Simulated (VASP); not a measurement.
# La3N (P6_3/mmc) in VASP: single point with PBE

Aim: the single point of La3N with PBE.

All numbers are computed with VASP 6.6.1; they aren't measurements. Logs are shortened: lines on timing, memory, paths and dates and some standing lists are left out, and cuts for length are marked.

**1. The cell of the first run**

Symmetry: P6_3/mmc, No. 194, hexagonal system. Conventional cell: a = 9.805 Å, b = 9.805 Å, c = 3.322 Å, α = 90.00°, β = 90.00°, γ = 120.00°. La (site symmetry mm2) has 2 N at 2.51 Å and 4 La at 3.27 to 3.32 Å within 3.4 Å. Within 3.4 Å of N (site symmetry -6m2) lie 6 La at 2.51 Å and 2 N at 3.32 Å.

The cell was generated, and may not be a known phase.

**2. Single point, PBE**

INCAR

```
SYSTEM = La3N
PREC = Accurate ; ENCUT = 520
EDIFF = 1E-6 ; ISMEAR = 0
SIGMA = 0.1 ; LREAL = .False.
LASPH = .True. ; NELM = 80
ALGO = Normal ; ISIF = 2
LWAVE = .False. ; LCHARG = .False.
GGA = PE ; NBANDS = 48
```

KPOINTS

```
regular mesh
0
Gamma
  6 6 12
  0 0 0
```

POSCAR

```
La3N
1.0
    9.8047745207      0.0000000000      0.0000000000
   -4.9023872603      8.4911838133      0.0000000000
    0.0000000000      0.0000000000      3.3222651744
La N
6 2
Direct
    0.7778212183      0.5556424366      0.2500000000
    0.7778212183      0.2221787817      0.2500000000
    0.4443575634      0.2221787817      0.2500000000
    0.2221787817      0.4443575634      0.7500000000
    0.5556424366      0.7778212183      0.7500000000
    0.2221787817      0.7778212183      0.7500000000
    0.3333333333      0.6666666667      0.2500000000
    0.6666666667      0.3333333333      0.7500000000
```

Potentials or basis: VASP PAW PBE potentials, release 64 (La, N).

Command:

```bash
$ cat potpaw_PBE.64/La/POTCAR potpaw_PBE.64/N/POTCAR > POTCAR
$ mpirun -np 1 vasp_std > vasp.out
```

OUTCAR:

```text
SYSTEM = La3N
   PREC = Accurate
   ENCUT = 520
   EDIFF = 1E-6
   ISMEAR = 0
   LREAL = .False.
   LASPH = .True.
   NELM = 80
   ISIF = 2
   GGA = PE

 ion  position               nearest neighbor table
   1  0.778  0.556  0.250-   8 2.51   8 2.51   2 3.27   3 3.27
   2  0.778  0.222  0.250-   8 2.51   8 2.51   1 3.27   3 3.27
   3  0.444  0.222  0.250-   8 2.51   8 2.51   2 3.27   1 3.27
   4  0.222  0.444  0.750-   7 2.51   7 2.51   6 3.27   5 3.27
   5  0.556  0.778  0.750-   7 2.51   7 2.51   6 3.27   4 3.27
   6  0.222  0.778  0.750-   7 2.51   7 2.51   4 3.27   5 3.27
   7  0.333  0.667  0.250-   6 2.51   6 2.51   4 2.51   4 2.51   5 2.51   5 2.51
   8  0.667  0.333  0.750-   2 2.51   2 2.51   1 2.51   1 2.51   3 2.51   3 2.51

  LATTYP: Found a hexagonal cell.
 ALAT       =     9.8047745207
 C/A-ratio  =     0.3388415682

  Lattice vectors:

 A1 = (   9.8047745207,   0.0000000000,   0.0000000000)
 A2 = (  -4.9023872603,   8.4911838133,   0.0000000000)
 A3 = (   0.0000000000,   0.0000000000,   3.3222651744)

Analysis of symmetry for initial positions (statically):
=====================================================================
 Subroutine PRICEL returns:
 Original cell was already a primitive cell.

 Routine SETGRP: Setting up the symmetry group for a
 hexagonal supercell.

 Subroutine GETGRP returns: Found 24 space group operations
 (whereof 12 operations were pure point group operations)
 out of a pool of 24 trial point group operations.

The static configuration has the point symmetry D_3d.
 The point group associated with its full space group is D_6h.

Analysis of symmetry for dynamics (positions and initial velocities):
=====================================================================
 Subroutine PRICEL returns:
 Original cell was already a primitive cell.

 Routine SETGRP: Setting up the symmetry group for a
 hexagonal supercell.

 Subroutine GETGRP returns: Found 24 space group operations
 (whereof 12 operations were pure point group operations)
 out of a pool of 24 trial point group operations.

The dynamic configuration has the point symmetry D_3d.
 The point group associated with its full space group is D_6h.

 Subroutine INISYM returns: Found 24 space group operations
 (whereof 12 operations are pure point group operations),
 and found     1 'primitive' translations

----------------------------------------------------------------------------------------

                                     Primitive cell

  volume of cell :     276.5923

  direct lattice vectors                    reciprocal lattice vectors
     9.804774521  0.000000000  0.000000000     0.101991127  0.058884604  0.000000000
    -4.902387260  8.491183813  0.000000000     0.000000000  0.117769209  0.000000000
     0.000000000  0.000000000  3.322265174     0.000000000  0.000000000  0.300999453

  length of vectors
     9.804774521  9.804774521  3.322265174     0.117769209  0.117769209  0.300999453

  position of ions in fractional coordinates (direct lattice)
     0.777821218  0.555642437  0.250000000
     0.777821218  0.222178782  0.250000000
     0.444357563  0.222178782  0.250000000
     0.222178782  0.444357563  0.750000000
     0.555642437  0.777821218  0.750000000
     0.222178782  0.777821218  0.750000000
     0.333333333  0.666666667  0.250000000
     0.666666667  0.333333333  0.750000000

  ion indices of the primitive-cell ions
   primitive index   ion index
                 1           1
                 2           2
                 3           3
                 4           4
                 5           5
                 6           6
                 7           7
                 8           8

----------------------------------------------------------------------------------------

 KPOINTS: regular mesh

Automatic generation of k-mesh.
 Grid dimensions read from file:
 generate k-points for:    6    6   12

 Generating k-lattice:

  Cartesian coordinates                     Fractional coordinates (reciprocal lattice)
     0.016998521  0.009814101  0.000000000     0.166666667  0.000000000  0.000000000
     0.000000000  0.019628201  0.000000000     0.000000000  0.166666667  0.000000000
     0.000000000  0.000000000  0.025083288     0.000000000  0.000000000  0.083333333

  Length of vectors
     0.019628201  0.019628201  0.025083288

  Shift w.r.t. Gamma in fractional coordinates (k-lattice)
     0.000000000  0.000000000  0.000000000

 Subroutine IBZKPT returns following result:
 ===========================================

 Found     49 irreducible k-points:

 Following reciprocal coordinates:
            Coordinates               Weight
  0.000000  0.000000  0.000000      1.000000
  0.166667 -0.000000  0.000000      6.000000
  0.333333  0.000000  0.000000      6.000000
  0.500000 -0.000000  0.000000      3.000000
  0.166667  0.166667  0.000000      6.000000
  0.333333  0.166667  0.000000     12.000000
[... 16 lines left out ...]
  0.166667 -0.000000  0.250000     12.000000
  0.333333  0.000000  0.250000     12.000000
 [... further k-points ...]
   k-points           NKPTS =     49   k-points in BZ     NKDIM =     49   number of bands    NBANDS=     48
   number of dos      NEDOS =    301   number of ions     NIONS =      8
   total plane-waves  NPLWV = 179200
   dimension x,y,z NGX =    80 NGY =   80 NGZ =   28
   dimension x,y,z NGXF=   160 NGYF=  160 NGZF=   56
   ions per type =               6   2
   NGX,Y,Z   is equivalent  to a cutoff of  13.56, 13.56, 14.01 a.u.
   NGXF,Y,Z  is equivalent  to a cutoff of  27.13, 27.13, 28.02 a.u.
 SYSTEM =  La3N
   PREC   = accura    normal or accurate (medium, high low for compatibility)
   ISTART =      0    job   : 0-new  1-cont  2-samecut
   ICHARG =      2    charge: 1-file 2-atom 10-const
   ISPIN  =      1    spin polarized calculation?
   LNONCOLLINEAR =      F non collinear calculations
   LSORBIT =      F    spin-orbit coupling
   LASPH  =      T    aspherical Exc in radial PAW
   ENCUT  =  520.0 eV  38.22 Ry    6.18 a.u.  18.23 18.23  6.18*2*pi/ulx,y,z
   NELM   =     80;   NELMIN=  2; NELMDL= -5     # of ELM steps
   EDIFF  = 0.1E-05   stopping-criterion for ELM
   LREAL  =      F    real-space projection
[... 7 lines left out ...]
   TEBEG  =    0.0;   TEEND  =   0.0 temperature during run
   PSTRESS=    0.0 pullay stress
   NELECT =      76.0000    total number of electrons
   NUPDOWN=      -1.0000    fix difference up-down
   EMIN   =  10.00;   EMAX   =-10.00  energy-range for DOS
   EFERMI =   0.00;   METHOD = LEGACY
   ISMEAR =     0;   SIGMA  =   0.10  broadening in eV -4-tet -1-fermi 0-gaus
   EFERMI_NEDOS =   21; number of points for ismear=-14 and -15
   IALGO  =     38    algorithm
   IMIX   =      4    mixing-type and parameters
     AMIX     =   0.40;   BMIX     =  1.00
     AMIX_MAG =   1.60;   BMIX_MAG =  1.00
  volume/ion in A,a.u.               =      34.57       233.32
  Fermi-wavevector in a.u.,A,eV,Ry     =   1.064305  2.011244 15.411924  1.132744
  Thomas-Fermi vector in A             =   2.199819
   LORBIT       =      0    0 simple, 1 ext, 2 COOP (PROOUT), +10 PAW based schemes
   GGA     = PE    functional components
   LHFCALC =     F    Hartree Fock is set to
   AEXX    =    0.0000 exact exchange contribution
   IVDW    =     0    specifies the selected vdW correction
   LEPSILON=     F    determine dielectric tensor
   LRPA    =     F    only Hartree local field effects (RPA)
 non-spin polarized calculation
 Gauss-broadening in eV      SIGMA  =   0.10
  energy-cutoff  :      520.00
  volume of cell :      276.59
 maximum number of plane-waves:      7500
 NGX is ok and might be reduce to    80
   NGX = 37   NGY = 37   NGZ = 13

 number of electron      75.9999995 magnetization

 Free energy of the ion-electron system (eV)
  ---------------------------------------------------
  ext. energy  EPLUGINS =         0.00000000
  ---------------------------------------------------
  free energy    TOTEN  =       -48.01315727 eV

  energy without entropy =      -47.96296368  energy(sigma->0) =      -47.98806048

 E-fermi :   6.2490     XC(G=0):  -8.7483

 val. band max:        6.2474026531   @ k =   0.1667  -0.0000   0.0833
 cond. band min:       6.2584753199   @ k =   0.3333   0.3333   0.4167
 fundamental gap:      0.0110726668
 Fermi energy:         6.2490409576

 k-point     1 :       0.0000    0.0000    0.0000
  band No.  band energies     occupation
      1     -26.8681      2.00000
      2     -26.8274      2.00000
      3     -26.6270      2.00000
      4     -26.6270      2.00000
      5     -26.6078      2.00000
      6     -26.6078      2.00000
[... 40 lines left out ...]
     47       7.2349      0.00000
     48       7.2865      0.00000

 k-point     2 :       0.1667   -0.0000    0.0000
  band No.  band energies     occupation
      1     -26.8658      2.00000
      2     -26.8299      2.00000
      3     -26.6292      2.00000
      4     -26.6273      2.00000
      5     -26.6075      2.00000
      6     -26.6054      2.00000
[... 40 lines left out ...]
     47       7.2766      0.00000
     48       7.3653      0.00000

 k-point     3 :       0.3333    0.0000    0.0000
  band No.  band energies     occupation
      1     -26.8598      2.00000
      2     -26.8364      2.00000
      3     -26.6325      2.00000
      4     -26.6277      2.00000
      5     -26.6071      2.00000
      6     -26.6016      2.00000
[... 40 lines left out ...]
     47       7.2378      0.00000
     48       7.4697      0.00000

 k-point     4 :       0.5000   -0.0000    0.0000
  band No.  band energies     occupation
      1     -26.8549      2.00000
      2     -26.8415      2.00000
      3     -26.6339      2.00000
      4     -26.6280      2.00000
      5     -26.6068      2.00000
      6     -26.6000      2.00000
[... 958 lines left out ...]
     47       7.6054      0.00000
     48       7.6313      0.00000

 k-point    23 :       0.1667   -0.0000    0.2500
  band No.  band energies     occupation
      1     -26.7337      2.00000
      2     -26.7075      2.00000
      3     -26.5082      2.00000
      4     -26.5067      2.00000
      5     -26.4924      2.00000
      6     -26.4908      2.00000
[... 40 lines left out ...]
     47       7.5243      0.00000
     48       7.5896      0.00000

 k-point    24 :       0.3333    0.0000    0.2500
  band No.  band energies     occupation
      1     -26.7293      2.00000
      2     -26.7121      2.00000
      3     -26.5106      2.00000
      4     -26.5071      2.00000
      5     -26.4920      2.00000
      6     -26.4881      2.00000
[... 40 lines left out ...]
     47       7.4561      0.00000
     48       7.6358      0.00000

 [... further k-points ...]
[... 5 lines left out ...]
  --------------------------------------------------------------------------------------
  -------------------------------------------------------------------------------------
  Total       -0.0655209     -0.0655209     -0.1794772     -0.0000000      0.0000000      0.0000000
  in kB       -0.3795334     -0.3795334     -1.0396320     -0.0000000      0.0000000      0.0000000
  external PRESSURE =      -0.5995663 kB  Pullay stress =       0.0000000 kB

 VOLUME and BASIS-vectors are now :
 -----------------------------------------------------------------------------
  energy-cutoff  :      520.00
  volume of cell :      276.59
      direct lattice vectors                 reciprocal lattice vectors
     9.804774521  0.000000000  0.000000000     0.101991127  0.058884604  0.000000000
    -4.902387260  8.491183813  0.000000000     0.000000000  0.117769209  0.000000000
     0.000000000  0.000000000  3.322265174     0.000000000  0.000000000  0.300999453

 POSITION                                       TOTAL-FORCE (eV/Angst)
 -----------------------------------------------------------------------------------
      4.90239      4.71806      0.83057        -0.000000     -0.006889      0.000000
      6.53716      1.88656      0.83057        -0.005966      0.003445      0.000000
      3.26762      1.88656      0.83057         0.005966      0.003445      0.000000
      0.00000      3.77312      2.49170         0.000000      0.006889     -0.000000
      1.63477      6.60462      2.49170        -0.005966     -0.003445      0.000000
     -1.63477      6.60462      2.49170         0.005966     -0.003445     -0.000000
     -0.00000      5.66079      0.83057         0.000000      0.000000      0.000000
      4.90239      2.83039      2.49170         0.000000      0.000000      0.000000
 -----------------------------------------------------------------------------------
    total drift:                               -0.000000      0.000000     -0.000000

  FREE ENERGIE OF THE ION-ELECTRON SYSTEM (eV)
  ---------------------------------------------------
  free  energy   TOTEN  =       -48.0131572742 eV

  energy  without entropy=      -47.9629636776  energy(sigma->0) =      -47.98806048
```

Wall time 25 min (1 thread of Intel Xeon Platinum 8259CL at 2.50GHz (Skylake/Cascade Lake), shared host); peak memory 0.78 GiB.

What came out:

```yaml
Free_energy: -48.0132 eV
Pressure: -0.1 GPa
Largest_force: 0.007 eV/Å
Band_gap_on_the_k_mesh: zero (bands 38 and 39 overlap by 0.67 eV)
```

Forces on the atoms (eV/Å):
```
La   0.000 -0.007  0.000
La  -0.006  0.003  0.000
La   0.006  0.003  0.000
La   0.000  0.007  0.000
La  -0.006 -0.003  0.000
La   0.006 -0.003  0.000
N    0.000  0.000  0.000
N    0.000  0.000  0.000
```

Caveat: spin-orbit coupling is left out, which moves the levels of the heavy elements.
